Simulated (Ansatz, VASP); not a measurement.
## One calculation of Li2TaO2, two programs

The input INCAR:

```
PREC = Accurate
ENCUT = 600
EDIFF = 1E-6
ISMEAR = 0
SIGMA = 0.1
LREAL = False
LASPH = True
NELM = 60
ALGO = Normal
ISIF = 3
LWAVE = False
LCHARG = False
GGA = PE
IBRION = 2
NSW = 90
EDIFFG = -0.04
```

The input KPOINTS:

```
Automatic mesh
0
Gamma
  4 4 6
```

The input POSCAR:

```
Li2TaO2
1.0
    4.2168898000      0.0000000000      0.0000000000
    0.0000000000      4.2168898000      0.0000000000
    0.0000000000      0.0000000000      3.3327275600
Li Ta O
2 1 2
Direct
    0.5000000000      0.0000000000      0.0000000000
    0.0000000000      0.5000000000      0.0000000000
    0.5000000000      0.5000000000      0.5000000000
    0.5000000000      0.0000000000      0.5000000000
    0.0000000000      0.5000000000      0.5000000000
```

Input for Ansatz:

```yaml
crystal:
  lattice:
    - [4.2168898, 0.0, 0.0]
    - [0.0, 4.2168898, 0.0]
    - [0.0, 0.0, 3.33272756]
  atoms:
    - { symbol: Li, position: [0.5, 0.0, 0.0] }
    - { symbol: Li, position: [0.0, 0.5, 0.0] }
    - { symbol: Ta, position: [0.5, 0.5, 0.5] }
    - { symbol: O, position: [0.5, 0.0, 0.5] }
    - { symbol: O, position: [0.0, 0.5, 0.5] }
basis:
  ecutwfc: 420
kpoints:
  mp_grid: { grid: [4, 4, 6] }
hamiltonian:
  xc: pbe
scf:
  occupations: { method: gaussian, width: 0.1 }
  lower_state_search: "off"
output:
  forces: true
  stress: true
  eigenvalues: true
relax:
  adjacent_minimum: "off"
  f_tol: 0.04
  max_steps: 70
  cell: { stress_tol: 0.4 }
```

Alike in both runs: task relaxation of cell and atoms; functional PBE; k mesh 4 × 4 × 6; occupations gaussian, width 0.1 eV; no spin polarisation.

|  | VASP | Ansatz |
| --- | --- | --- |
| version | VASP 6.6.1 | Ansatz 0.2.0 |
| potentials or method | VASP PAW PBE potentials, release 64 (Li_sv, Ta_pv, O), cutoff 600 eV | scalar-relativistic, plane waves, PAW |
| valence electrons in the cell | 29 | 31 |

```csv
,VASP,Ansatz,Ansatz less VASP
"gap on the k mesh at the Fermi level, each at its own relaxed structure (eV)",none,none,-
relaxed volume (Å³/atom),12.62,12.60,-0.025
relaxed cell length with the largest relative difference (Å),3.773,3.769,-0.0042
```

A gap of «none» marks a metal or a gap that the smearing closes. VASP's potentials hold 29 valence electrons a cell and Ansatz's 31, so a difference there can come from the potentials and not from the codes.

The k mesh is coarse, so the values compare programs but aren't converged. Spin-orbit coupling is off throughout. Noted on VASP's run: the cutoff is short for stress, so the pressure is rough.
